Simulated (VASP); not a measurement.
Write the native input for VASP 6.6.1 that does the following.

```
Task                   : single point
Functional             : PBE
Potentials or basis    : VASP PAW PBE potentials, release 64 (H, Mo_sv)
Cutoff                 : 500 eV
k mesh                 : 6 × 6 × 4
Occupations            : gaussian, width 0.1 eV
Spin                   : no spin polarisation
Dipole correction      : no
Further INCAR settings : ALGO = Normal; EDIFF = 1e-06; NBANDS = 16
```

The structure of MoH3 lies in POSCAR:

```
MoH3
1.0
    2.8855827866      0.0000000000      0.0000000000
   -1.4427913933      2.4989879979      0.0000000000
    0.0000000000      0.0000000000      3.8406987102
H Mo
3 1
Direct
    0.3333333333      0.6666666667      0.2547651485
    0.3333333333      0.6666666667      0.7452348515
    0.0000000000      0.0000000000      0.0000000000
    0.0000000000      0.0000000000      0.5000000000
```

One way to write it, as run:

INCAR

```
SYSTEM = MoH3
  PREC = Accurate
  ENCUT = 500
  EDIFF = 1E-6
  ISMEAR = 0
  SIGMA = 0.1
  LREAL = .FALSE.
  LASPH = .TRUE.
  NELM = 120
  ALGO = Normal
  ISIF = 2
  LWAVE = .FALSE.
  LCHARG = .TRUE.
  GGA = PE
  LELF = .TRUE.
  LVHAR = .TRUE.
  NBANDS = 16
  GGA_COMPAT = .FALSE.
```

KPOINTS

```
Automatic mesh
0
G
  6 6 4
  0 0 0
```

Potentials or basis: VASP PAW PBE potentials, release 64 (H, Mo_sv).

Command:

```bash
$ cat potpaw_PBE.64/H/POTCAR potpaw_PBE.64/Mo_sv/POTCAR > POTCAR
$ mpirun -np 1 vasp_std > vasp.out
```

It gave:

The pressure is 1.4 GPa and the largest force is 0.124 eV/Å.

Caveat: the k points lie up to 0.42 Å⁻¹ apart.

Run time: 3.9 s on 1 thread of Intel(R) Xeon(R) 6975P-C (Granite Rapids) (shared host), peak memory 0.14 GiB.
